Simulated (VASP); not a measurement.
# GeCl3 (P4/mmm) in VASP: notebook

Runs on GeCl3. Level: PBE. Tasks: single point.

Program: VASP 6.6.1. These are calculated values, not measurements. Logs are shortened: lines on timing, memory, paths and dates and some standing lists are left out, and cuts for length are marked.

**1. The cell of the first run**

Symmetry: P4/mmm, No. 123, tetragonal system. Conventional cell: a = 5.442 Å, b = 5.442 Å, c = 3.508 Å, α = 90.00°, β = 90.00°, γ = 90.00°. Within 3.6 Å of Ge (site symmetry 4/mmm) lie 4 Cl at 2.72 Å and 2 Ge at 3.51 Å. Cl (site symmetry mmm) has 2 Ge at 2.72 Å and 4 Cl at 2.72 to 3.51 Å within 3.6 Å. Cl (site symmetry 4/mmm) has 6 Cl at 2.72 to 3.51 Å within 3.6 Å.

The cell was generated, and may not be a known phase.

**2. Single point, PBE**

Contents of INCAR:

```
SYSTEM = GeCl3
PREC     = Accurate       ! precision mode
ENCUT    = 520            ! plane-wave cutoff, eV
EDIFF    = 1E-6           ! SCF threshold, eV
ISMEAR   = 0              ! smearing method
SIGMA    = 0.1            ! smearing width, eV
LREAL    = .False.        ! projectors in reciprocal space
LASPH    = .True.         ! aspherical terms in the spheres
NELM     = 80             ! most SCF steps
ALGO     = Normal         ! electronic algorithm
ISIF     = 2              ! what is computed and relaxed
LWAVE    = .False.        ! write WAVECAR
LCHARG   = .True.         ! write CHGCAR
GGA      = PE             ! functional
LELF     = .True.         ! ELF
LVHAR    = .True.       
NBANDS   = 26             ! bands
```

Contents of KPOINTS:

```
Automatic mesh
0
Gamma
  4 4 4
  0 0 0
```

Contents of POSCAR:

```
GeCl3
1.0
    5.4420422715      0.0000000000      0.0000000000
    0.0000000000      5.4420422715      0.0000000000
    0.0000000000      0.0000000000      3.5079709434
Ge Cl
1 3
Direct
    0.5000000000      0.5000000000      0.0000000000
    0.0000000000      0.5000000000      0.0000000000
    0.5000000000      0.0000000000      0.0000000000
    0.0000000000      0.0000000000      0.0000000000
```

Potentials or basis: VASP PAW PBE potentials, release 64 (Ge_d, Cl).

Started as:

```console
$ cat potpaw_PBE.64/Ge_d/POTCAR potpaw_PBE.64/Cl/POTCAR > POTCAR
$ mpirun -np 1 vasp_std > vasp.out
```

OUTCAR:

```text
SYSTEM = GeCl3
   PREC = Accurate
   ENCUT = 520
   EDIFF = 1E-6
   ISMEAR = 0
   LREAL = .False.
   LASPH = .True.
   NELM = 80
   ISIF = 2
   GGA = PE

 ion  position               nearest neighbor table
   1  0.500  0.500  0.000-   2 2.72   3 2.72   3 2.72   2 2.72
   2  0.000  0.500  0.000-   1 2.72   1 2.72
   3  0.500  0.000  0.000-   1 2.72   1 2.72
   4  0.000  0.000  0.000-

  LATTYP: Found a simple tetragonal cell.
 ALAT       =     5.4420422715
 C/A-ratio  =     0.6446056036

  Lattice vectors:

 A1 = (   5.4420422715,   0.0000000000,   0.0000000000)
 A2 = (   0.0000000000,   5.4420422715,   0.0000000000)
 A3 = (   0.0000000000,   0.0000000000,   3.5079709434)

Analysis of symmetry for initial positions (statically):
=====================================================================
 Subroutine PRICEL returns:
 Original cell was already a primitive cell.

 Routine SETGRP: Setting up the symmetry group for a
 simple tetragonal supercell.

 Subroutine GETGRP returns: Found 16 space group operations
 (whereof 16 operations were pure point group operations)
 out of a pool of 16 trial point group operations.

The static configuration has the point symmetry D_4h.

Analysis of symmetry for dynamics (positions and initial velocities):
=====================================================================
 Subroutine PRICEL returns:
 Original cell was already a primitive cell.

 Routine SETGRP: Setting up the symmetry group for a
 simple tetragonal supercell.

 Subroutine GETGRP returns: Found 16 space group operations
 (whereof 16 operations were pure point group operations)
 out of a pool of 16 trial point group operations.

The dynamic configuration has the point symmetry D_4h.

 Subroutine INISYM returns: Found 16 space group operations
 (whereof 16 operations are pure point group operations),
 and found     1 'primitive' translations

----------------------------------------------------------------------------------------

                                     Primitive cell

  volume of cell :     103.8915

  direct lattice vectors                    reciprocal lattice vectors
     5.442042272  0.000000000  0.000000000     0.183754545  0.000000000  0.000000000
     0.000000000  5.442042272  0.000000000     0.000000000  0.183754545  0.000000000
     0.000000000  0.000000000  3.507970943     0.000000000  0.000000000  0.285065075

  length of vectors
     5.442042272  5.442042272  3.507970943     0.183754545  0.183754545  0.285065075

  position of ions in fractional coordinates (direct lattice)
     0.500000000  0.500000000  0.000000000
     0.000000000  0.500000000  0.000000000
     0.500000000  0.000000000  0.000000000
     0.000000000  0.000000000  0.000000000

  ion indices of the primitive-cell ions
   primitive index   ion index
                 1           1
                 2           2
                 3           3
                 4           4

----------------------------------------------------------------------------------------

 KPOINTS: Automatic mesh

Automatic generation of k-mesh.
 Grid dimensions read from file:
 generate k-points for:    4    4    4

 Generating k-lattice:

  Cartesian coordinates                     Fractional coordinates (reciprocal lattice)
     0.045938636  0.000000000  0.000000000     0.250000000  0.000000000  0.000000000
     0.000000000  0.045938636  0.000000000     0.000000000  0.250000000  0.000000000
     0.000000000  0.000000000  0.071266269     0.000000000  0.000000000  0.250000000

  Length of vectors
     0.045938636  0.045938636  0.071266269

  Shift w.r.t. Gamma in fractional coordinates (k-lattice)
     0.000000000  0.000000000  0.000000000

 Subroutine IBZKPT returns following result:
 ===========================================

 Found     18 irreducible k-points:

 Following reciprocal coordinates:
            Coordinates               Weight
  0.000000  0.000000  0.000000      1.000000
  0.250000  0.000000  0.000000      4.000000
  0.500000  0.000000  0.000000      2.000000
  0.250000  0.250000  0.000000      4.000000
  0.500000  0.250000  0.000000      4.000000
  0.500000  0.500000  0.000000      1.000000
[... 10 lines left out ...]
  0.500000  0.250000  0.500000      4.000000
  0.500000  0.500000  0.500000      1.000000
   k-points           NKPTS =     18   k-points in BZ     NKDIM =     18   number of bands    NBANDS=     26
   number of dos      NEDOS =    301   number of ions     NIONS =      4
   total plane-waves  NPLWV =  44800
   dimension x,y,z NGX =    40 NGY =   40 NGZ =   28
   dimension x,y,z NGXF=    80 NGYF=   80 NGZF=   56
   ions per type =               1   3
   NGX,Y,Z   is equivalent  to a cutoff of  12.22, 12.22, 13.27 a.u.
   NGXF,Y,Z  is equivalent  to a cutoff of  24.44, 24.44, 26.54 a.u.
 SYSTEM =  GeCl3
   PREC   = accura    normal or accurate (medium, high low for compatibility)
   ISTART =      0    job   : 0-new  1-cont  2-samecut
   ICHARG =      2    charge: 1-file 2-atom 10-const
   ISPIN  =      1    spin polarized calculation?
   LNONCOLLINEAR =      F non collinear calculations
   LSORBIT =      F    spin-orbit coupling
   LASPH  =      T    aspherical Exc in radial PAW
   ENCUT  =  520.0 eV  38.22 Ry    6.18 a.u.  10.12 10.12  6.52*2*pi/ulx,y,z
   NELM   =     80;   NELMIN=  2; NELMDL= -5     # of ELM steps
   EDIFF  = 0.1E-05   stopping-criterion for ELM
   LREAL  =      F    real-space projection
   EDIFFG = 0.1E-04   stopping-criterion for IOM
   NSW    =      0    number of steps for IOM
   IBRION =     -1    ionic relax: 0-MD 1-quasi-New 2-CG
   NFREE  =      0    steps in history (QN), initial steepest desc. (CG)
   ISIF   =      2    stress and relaxation
   ISYM   =      2    0-nonsym 1-usesym 2-fastsym
   POTIM  = 0.5000    time-step for ionic-motion
   TEBEG  =    0.0;   TEEND  =   0.0 temperature during run
   PSTRESS=    0.0 pullay stress
   NELECT =      35.0000    total number of electrons
   NUPDOWN=      -1.0000    fix difference up-down
   EMIN   =  10.00;   EMAX   =-10.00  energy-range for DOS
   EFERMI =   0.00;   METHOD = LEGACY
   ISMEAR =     0;   SIGMA  =   0.10  broadening in eV -4-tet -1-fermi 0-gaus
   EFERMI_NEDOS =   21; number of points for ismear=-14 and -15
   IALGO  =     38    algorithm
   IMIX   =      4    mixing-type and parameters
     AMIX     =   0.40;   BMIX     =  1.00
     AMIX_MAG =   1.60;   BMIX_MAG =  1.00
  volume/ion in A,a.u.               =      25.97       175.27
  Fermi-wavevector in a.u.,A,eV,Ry     =   1.139124  2.152632 17.654960  1.297603
  Thomas-Fermi vector in A             =   2.275828
   LORBIT       =      0    0 simple, 1 ext, 2 COOP (PROOUT), +10 PAW based schemes
   GGA     = PE    functional components
   LHFCALC =     F    Hartree Fock is set to
   AEXX    =    0.0000 exact exchange contribution
   IVDW    =     0    specifies the selected vdW correction
   LEPSILON=     F    determine dielectric tensor
   LRPA    =     F    only Hartree local field effects (RPA)
 non-spin polarized calculation
 Gauss-broadening in eV      SIGMA  =   0.10
  energy-cutoff  :      520.00
  volume of cell :      103.89
 maximum number of plane-waves:      2828
   NGX = 21   NGY = 21   NGZ = 13

 number of electron      34.9999991 magnetization

 Free energy of the ion-electron system (eV)
  ---------------------------------------------------
  ext. energy  EPLUGINS =         0.00000000
  ---------------------------------------------------
  free energy    TOTEN  =        -9.83777565 eV

  energy without entropy =       -9.80462507  energy(sigma->0) =       -9.82120036

 E-fermi :   1.6893     XC(G=0):  -8.5887

 val. band max:        1.6846682243   @ k =   0.2500   0.2500   0.5000
 cond. band min:       1.6898675433   @ k =   0.2500   0.0000   0.5000
 fundamental gap:      0.0051993190
 Fermi energy:         1.6893027634

 k-point     1 :       0.0000    0.0000    0.0000
  band No.  band energies     occupation
      1     -23.6121      2.00000
      2     -23.6062      2.00000
      3     -23.5554      2.00000
      4     -23.5554      2.00000
      5     -23.5533      2.00000
      6     -13.9366      2.00000
[... 18 lines left out ...]
     25      11.4127      0.00000
     26      12.2271      0.00000

 k-point     2 :       0.2500    0.0000    0.0000
  band No.  band energies     occupation
      1     -23.6117      2.00000
      2     -23.6062      2.00000
      3     -23.5555      2.00000
      4     -23.5554      2.00000
      5     -23.5531      2.00000
      6     -13.7931      2.00000
[... 18 lines left out ...]
     25      11.7117      0.00000
     26      12.8431      0.00000

 k-point     3 :       0.5000    0.0000    0.0000
  band No.  band energies     occupation
      1     -23.6112      2.00000
      2     -23.6062      2.00000
      3     -23.5555      2.00000
      4     -23.5554      2.00000
      5     -23.5530      2.00000
      6     -13.5470      2.00000
[... 18 lines left out ...]
     25      11.4487      0.00000
     26      12.3295      0.00000

 k-point     4 :       0.2500    0.2500    0.0000
  band No.  band energies     occupation
      1     -23.6112      2.00000
      2     -23.6062      2.00000
      3     -23.5555      2.00000
      4     -23.5555      2.00000
      5     -23.5530      2.00000
      6     -13.6507      2.00000
[... 18 lines left out ...]
     25      11.0813      0.00000
     26      13.0954      0.00000
[... 322 lines left out ...]
      1     -23.6107      2.00000
      2     -23.6058      2.00000
      3     -23.5603      2.00000
      4     -23.5603      2.00000
      5     -23.5356      2.00000
      6     -13.3993      2.00000
[... 18 lines left out ...]
     25      10.3907      0.00000
     26      11.5683      0.00000

 k-point    17 :       0.5000    0.2500    0.5000
  band No.  band energies     occupation
      1     -23.6103      2.00000
      2     -23.6058      2.00000
      3     -23.5603      2.00000
      4     -23.5603      2.00000
      5     -23.5355      2.00000
      6     -13.1624      2.00000
[... 18 lines left out ...]
     25      11.4663      0.00000
     26      12.4919      0.00000

 k-point    18 :       0.5000    0.5000    0.5000
  band No.  band energies     occupation
      1     -23.6099      2.00000
      2     -23.6058      2.00000
      3     -23.5603      2.00000
      4     -23.5603      2.00000
      5     -23.5353      2.00000
      6     -12.9376      2.00000
[... 18 lines left out ...]
     25      12.0526      0.00000
     26      12.4804      0.00000

------------------------ aborting loop because EDIFF is reached ----------------------------------------

  FORCE on cell =-STRESS in cart. coord.  units (eV):
  Direction    XX          YY          ZZ          XY          YZ          ZX
  --------------------------------------------------------------------------------------
  -------------------------------------------------------------------------------------
  Total       -0.1435898     -0.1435898     -0.1401212      0.0000000     -0.0000000      0.0000000
  in kB       -2.2143907     -2.2143907     -2.1608995      0.0000000     -0.0000000      0.0000000
  external PRESSURE =      -2.1965603 kB  Pullay stress =       0.0000000 kB

 VOLUME and BASIS-vectors are now :
 -----------------------------------------------------------------------------
  energy-cutoff  :      520.00
  volume of cell :      103.89
      direct lattice vectors                 reciprocal lattice vectors
     5.442042272  0.000000000  0.000000000     0.183754545  0.000000000  0.000000000
     0.000000000  5.442042272  0.000000000     0.000000000  0.183754545  0.000000000
     0.000000000  0.000000000  3.507970943     0.000000000  0.000000000  0.285065075

 POSITION                                       TOTAL-FORCE (eV/Angst)
 -----------------------------------------------------------------------------------
      2.72102      2.72102      0.00000         0.000000      0.000000      0.000000
      0.00000      2.72102      0.00000         0.000000      0.000000      0.000000
      2.72102      0.00000      0.00000         0.000000      0.000000      0.000000
      0.00000      0.00000      0.00000         0.000000      0.000000      0.000000
 -----------------------------------------------------------------------------------
    total drift:                               -0.000000      0.000000     -0.000000

  FREE ENERGIE OF THE ION-ELECTRON SYSTEM (eV)
  ---------------------------------------------------
  free  energy   TOTEN  =        -9.8377756544 eV

  energy  without entropy=       -9.8046250665  energy(sigma->0) =       -9.82120036
```

Wall time 44 s (1 thread of Oxide Virtual Turin-like, shared host); peak memory 0.18 GiB.

What came out:

* Free energy: -9.8378 eV
* Pressure: -0.2 GPa
* Band gap on the k mesh: zero (an odd number of electrons rules out a gap without spin polarisation)

Caveat: the k points lie up to 0.45 Å⁻¹ apart, too coarse for converged energies and pressures of a metal; an odd number of electrons without spin polarisation forces a metal; a magnetic or distorted state may lie lower.

**3. Single point, PBE**

This run uses another cell than the first one, of 30.67 Å³/atom.

Contents of INCAR:

```
ALGO = Fast ; EDIFF = 1E-7
ENCUT = 520 ; GGA = PE
ISIF = 2 ; ISMEAR = 0
LASPH = T ; LCHARG = T
LELF = T ; LREAL = F
LVHAR = T ; LWAVE = F
NBANDS = 26 ; NELM = 60
PREC = Accurate ; SIGMA = 0.1
```

Contents of KPOINTS:

```
k-points
0
Gamma
  4 4 4
```

Contents of POSCAR:

```
GeCl3
1.0
    5.0401473900      0.0000000000      0.0000000000
    0.0000000000      5.0401473900      0.0000000000
    0.0000000000      0.0000000000      4.8289966900
Ge Cl
1 3
Direct
    0.5000000000      0.5000000000      0.0000000000
    0.0000000000      0.5000000000      0.0000000000
    0.5000000000      0.0000000000      0.0000000000
    0.0000000000      0.0000000000      0.0000000000
```

Potentials or basis: VASP PAW PBE potentials, release 64 (Ge_d, Cl).

Started as:

```console
$ cat potpaw_PBE.64/Ge_d/POTCAR potpaw_PBE.64/Cl/POTCAR > POTCAR
$ mpirun -np 1 vasp_std > vasp.out
```

It took 60 s on 1 thread of Oxide Virtual Turin-like, shared host; peak memory 0.21 GiB.

The run converged. Its results:

```
Free energy            : -8.9973 eV
Pressure               : 8.5 GPa
Band gap on the k mesh : zero (an odd number of electrons rules out a gap without spin polarisation)
```

Stress tensor (GPa, compression positive):
```
12.94  0.00  0.00
 0.00 12.94  0.00
 0.00  0.00 -0.37
```

Levels at points of the mesh, in eV from the Fermi level:
| k point | band 14 | band 15 | band 16 | band 17 | band 18 | band 19 | band 20 | band 21 |
| --- | --- | --- | --- | --- | --- | --- | --- | --- |
| (0.00, 0.00, 0.00) | -4.70 | -3.29 | -1.61 | 1.49 | 1.49 | 1.75 | 3.40 | 5.03 |
| (0.50, 0.00, 0.00) | -3.46 | -3.09 | -1.84 | -1.43 | 1.01 | 1.53 | 1.73 | 4.72 |
| (0.50, 0.50, 0.00) | -3.17 | -2.62 | -2.62 | -2.52 | -0.78 | 0.20 | 1.08 | 1.08 |
| (0.00, 0.00, 0.50) | -5.06 | -3.45 | -1.78 | 0.93 | 1.49 | 1.49 | 5.14 | 5.50 |
| (0.50, 0.00, 0.50) | -3.44 | -3.06 | -1.99 | -1.39 | 0.17 | 1.53 | 1.84 | 5.41 |
| (0.50, 0.50, 0.50) | -3.16 | -2.76 | -2.60 | -2.60 | -0.73 | -0.69 | 1.18 | 1.18 |

Caveat: the stress differs along the axes, from -0 to 13 GPa; an odd number of electrons without spin polarisation forces a metal; a magnetic or distorted state may lie lower.

**4. Single point, PBE**

This run uses another cell than the first one, of 26.43 Å³/atom.

Contents of INCAR:

```
SYSTEM = GeCl3
ALGO = Fast
EDIFF = 1E-6
ENCUT = 520
GGA = PE
ISIF = 2
ISMEAR = 0
LASPH = .True.
LCHARG = .False.
LREAL = .False.
LWAVE = .False.
NBANDS = 26
NELM = 100
PREC = Accurate
SIGMA = 0.1
```

Contents of KPOINTS:

```
k-points
0
Gamma
  4 4 6
  0 0 0
```

Contents of POSCAR:

```
GeCl3
1.0
    5.4284387462      0.0000000000      0.0000000000
    0.0000000000      5.4284387462      0.0000000000
    0.0000000000      0.0000000000      3.5881568663
Ge Cl
1 3
Direct
    0.5000000000      0.5000000000      0.0000000000
    0.0000000000      0.5000000000      0.0000000000
    0.5000000000      0.0000000000      0.0000000000
    0.0000000000      0.0000000000      0.0000000000
```

Started as:

```console
$ cat potpaw_PBE.64/Ge_d/POTCAR potpaw_PBE.64/Cl/POTCAR > POTCAR
$ mpirun -np 1 vasp_std > vasp.out
```

It took 46 s on 1 thread of Oxide Virtual Turin-like, shared host; peak memory 0.19 GiB.

Results (log left out):

```yaml
Free_energy: -9.7699 eV
Pressure: 0.1 GPa
Band_gap_on_the_k_mesh: zero (an odd number of electrons rules out a gap without spin polarisation)
```

Stress tensor (GPa, compression positive):
```
0.04 0.00 0.00
0.00 0.04 0.00
0.00 0.00 0.18
```

Levels at points of the mesh, in eV from the Fermi level:
```
           k point  band 16  band 17  band 18  band 19  band 20  band 21
(0.00, 0.00, 0.00)    -0.42     0.99     0.99     3.80     4.76     4.76
(0.50, 0.00, 0.00)    -1.43    -0.58     1.02     1.48     3.45     4.37
(0.50, 0.50, 0.00)    -1.71    -1.24    -0.90     1.07     1.07     3.09
(0.00, 0.00, 0.50)    -1.74     0.14     1.08     1.08     5.40     5.40
(0.50, 0.00, 0.50)    -1.82    -1.19    -0.45     1.11     2.17     5.02
(0.50, 0.50, 0.50)    -1.85    -1.85    -1.17    -0.80     1.79     1.79
```

Caveat: an odd number of electrons without spin polarisation forces a metal; a magnetic or distorted state may lie lower.

**5. Overview**

```csv
cell,k mesh,gap on the mesh (eV),pressure (GPa)
"a = 5.442, b = 5.442, c = 3.508 Å, 4 atoms",4 × 4 × 4,none,-0.2
"a = 5.040, b = 5.040, c = 4.829 Å, 4 atoms",4 × 4 × 4,none,8.5
"a = 5.428, b = 5.428, c = 3.588 Å, 4 atoms",4 × 4 × 6,none,0.1
```

Alike in all rows: task single point; level PBE; potentials or basis VASP PAW PBE potentials, release 64 (Ge_d, Cl); no spin polarisation; cutoff (eV) 520; smearing gaussian 0.1 eV.

Caveats: some runs use coarse meshes; an odd number of electrons without spin polarisation forces a metal; a magnetic or distorted state may lie lower; the stress differs along the axes, from -0 to 13 GPa (at least some runs).

Absolute energies hang on the potentials; compare differences alone.

The gap in the log of VASP goes by the Fermi energy; the results here count the filled bands.